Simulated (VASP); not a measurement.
Wanted: the native input for a VASP 6.6.1 run.

| Property | Result |
| --- | --- |
| Task | single point |
| Functional | RPBE |
| Potentials or basis | VASP PAW PBE potentials, release 64 (C) |
| Cutoff | 520 eV |
| k mesh | 9 × 9 × 9 |
| Occupations | fermi-dirac, width 0.1 eV |
| Spin | no spin polarisation |
| Dipole correction | no |
| Further INCAR settings | ALGO = Normal; EDIFF = 1e-06; NBANDS = 26 |

The structure of C lies in POSCAR:

```
C
1.0
    3.9023929316      0.0000000000      0.0000000000
    0.0000000000      3.9023929316      0.0000000000
    0.0000000000      0.0000000000      3.9023929316
C
8
Direct
    0.0000000000      0.0000000000      0.0000000000
    0.5000000000      0.5000000000      0.5000000000
    0.2500000000      0.0000000000      0.5000000000
    0.7500000000      0.0000000000      0.5000000000
    0.5000000000      0.2500000000      0.0000000000
    0.5000000000      0.7500000000      1.0000000000
    1.0000000000      0.5000000000      0.2500000000
    0.0000000000      0.5000000000      0.7500000000
```

These files were run (other wordings do the same):

INCAR

```
SYSTEM = C
  PREC = Accurate
  ENCUT = 520
  EDIFF = 1E-6
  ISMEAR = -1
  SIGMA = 0.1
  LREAL = .False.
  LASPH = .True.
  NELM = 60
  ALGO = Normal
  ISIF = 2
  LWAVE = .False.
  LCHARG = .False.
  GGA = RP
  NBANDS = 26
```

KPOINTS

```
regular mesh
0
Gamma
  9 9 9
  0 0 0
```

Potentials or basis: VASP PAW PBE potentials, release 64 (C).

Command:

```sh
$ cat potpaw_PBE.64/C/POTCAR > POTCAR
$ mpirun -np 1 vasp_std > vasp.out
```

It gave:

* Pressure: 0.7 GPa
* Band gap on the k mesh: zero (band 16 reaches 8.72 eV, above the bottom of band 17 at 6.02 eV)

Caveat: the PAW data sets were made with another functional, which shifts forces and pressure a little.

It took 23 s on 1 thread of Intel(R) Xeon(R) 6975P-C (Granite Rapids), on a shared host, peak memory 0.17 GiB.
